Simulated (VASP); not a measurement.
Wanted: the native input for a VASP 6.6.1 run.

```
Task                   : single point
Functional             : PBE
Potentials or basis    : VASP PAW PBE potentials, release 64 (Bi_d, As)
Cutoff                 : 520 eV
k mesh                 : 13 × 13 × 13
Occupations            : fermi-dirac, width 0.05 eV
Spin                   : no spin polarisation
Dipole correction      : no
Further INCAR settings : ALGO = Normal; EDIFF = 1e-07; NBANDS = 17
```

The structure of BiAs (rocksalt type) lies in POSCAR:

```
BiAs
1.0
    0.0000000000      3.0164000973      3.0164000973
    3.0164000973      0.0000000000      3.0164000973
    3.0164000973      3.0164000973      0.0000000000
Bi As
1 1
Direct
    0.0000000000      0.0000000000      0.0000000000
    0.5000000000      0.5000000000      0.5000000000
```

One way to write it, as run:

INCAR

```
PREC = Accurate
ENCUT = 520
EDIFF = 1E-7
ISMEAR = -1
SIGMA = 0.05
LREAL = F
LASPH = T
NELM = 100
ALGO = Normal
ISIF = 2
LWAVE = F
LCHARG = F
GGA = PE
NBANDS = 17
```

KPOINTS

```
Automatic mesh
0
Gamma
  13 13 13
```

Potentials or basis: VASP PAW PBE potentials, release 64 (Bi_d, As).

Launch:

```bash
$ cat potpaw_PBE.64/Bi_d/POTCAR potpaw_PBE.64/As/POTCAR > POTCAR
$ mpirun -np 1 vasp_std > vasp.out
```

It gave:

The pressure is 0.0 GPa and the band gap on the k mesh is 0.15 eV, indirect (least direct gap 0.38 eV).

Caveat: spin-orbit coupling is left out, which moves the levels of the heavy elements.

It took 59 s on 1 thread of AMD EPYC 7R43 64-Core Processor (Zen 3) (shared host), peak memory 0.19 GiB.
